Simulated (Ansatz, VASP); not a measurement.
C in VASP and in Ansatz

```xyz
8
Lattice="3.5747 0.0000 0.0000 0.0000 3.5747 0.0000 0.0000 0.0000 4.3352" Properties=species:S:1:pos:R:3 pbc="T T T"
C     2.8055    1.7874    0.7872
C     1.7874    2.8055    2.9548
C     1.7874    0.7692    2.9548
C     2.8055    1.7874    3.5480
C     0.7692    1.7874    3.5480
C     0.7692    1.7874    0.7872
C     1.7874    2.8055    1.3804
C     1.7874    0.7692    1.3804
```

Alike in both runs: functional PBE; k mesh 6 × 6 × 4; occupations gaussian, width 0.1 eV; no spin polarisation.

Ansatz relaxed the structure, and its values are those at the end. VASP's run is a single point on that final structure, the one shown.

|  | VASP | Ansatz |
| --- | --- | --- |
| version | VASP 6.6.1 | Ansatz 0.2.0 |
| potentials or method | VASP PAW PBE potentials, release 64 (C), cutoff 520 eV | scalar-relativistic, plane waves, PAW |
| valence electrons in the cell | 32 | 32 |

VASP gave:

```
gap on the k mesh at the Fermi level (eV) : 1.73
least direct gap on the mesh (eV)         : 2.25
pressure (GPa)                            : 0.4
rms of the force components (eV/Å)        : 0.021
```

Task: Estimate Ansatz's values.

Result: gap on the k mesh at the Fermi level (eV): 1.75; least direct gap on the mesh (eV): 2.25; pressure (GPa): -0.1; rms of the force components (eV/Å): 0.011.
